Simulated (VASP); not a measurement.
Runs of VASP 6.6.1 on As. The structure is that of space group Fd-3m (No. 227), or close to it. The cells are those of the table. 

| task | cell | cutoff (eV) | gap on the mesh (eV) | pressure (GPa) |
| --- | --- | --- | --- | --- |
| single point | a = 3.182 Å, angles 60.0°, 2 atoms | 520 | none | 268.7 |
| single point | a = 4.319 Å, angles 60.0°, 2 atoms | 520 | none | (a) |
| single point | a = 3.642 Å, angles 60.0°, 2 atoms | 520 | none | 63.1 |
| single point | a = 4.009 Å, angles 60.0°, 2 atoms | 520 | none | (b) |
| relaxation of cell and atoms | relaxed from a = 4.065 Å, angles 60.0°, 2 atoms | 600 | none | 0.0 |
| single point | a = 3.428 Å, angles 60.0°, 2 atoms | 520 | none | 123.7 |
| single point | a = 3.834 Å, angles 60.0°, 2 atoms | 520 | none | 32.8 |

Alike in all rows: level PBE; potentials or basis VASP PAW PBE potentials, release 64 (As); no spin polarisation; k mesh 13 × 13 × 13; smearing fermi-dirac 0.08 eV.

Task: Estimate the missing entries.

Result: (a) 0.1; (b) 16.2.

A k mesh can miss the band edges, and the runs leave out spin-orbit coupling on As.

A gap of «none» marks levels without a gap at the run's occupations.
